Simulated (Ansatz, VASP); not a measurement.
**TaBe2P3: VASP beside Ansatz**

```xyz
6
Lattice="3.2787 0.0000 0.0000 -1.6393 2.8394 0.0000 0.0000 0.0000 8.0365" Properties=species:S:1:pos:R:3 pbc="T T T"
Ta    0.0000    0.0000    4.0182
Be    0.0000    1.8930    6.9272
Be    1.6393    0.9465    1.1093
P     1.6393    0.9465    5.8179
P     0.0000    0.0000    0.0000
P     0.0000    1.8930    2.2185
```

Alike in both runs: task relaxation of cell and atoms; functional PBE; k mesh 6 × 6 × 2; occupations gaussian, width 0.1 eV; no spin polarisation.

|  | VASP | Ansatz |
| --- | --- | --- |
| version | VASP 6.6.1 | Ansatz 0.2.0 |
| potentials or method | VASP PAW PBE potentials, release 64 (Ta_pv, Be, P), cutoff 600 eV | scalar-relativistic, plane waves, PAW |
| valence electrons in the cell | 30 | 32 |

|  | VASP | Ansatz | Ansatz less VASP |
| --- | --- | --- | --- |
| gap on the k mesh at the Fermi level, each at its own relaxed structure (eV) | none | none | - |
| relaxed volume (Å³/atom) | 13.88 | 13.85 | -0.036 |
| relaxed cell length with the largest relative difference (Å) | 8.853 | 8.843 | -0.0100 |

A gap of «none» marks a metal or a gap that the smearing closes. VASP's potentials hold 30 valence electrons a cell and Ansatz's 32, so a difference there can come from the potentials and not from the codes.

The k mesh is coarse, so the values compare programs but aren't converged. Spin-orbit coupling is off throughout.
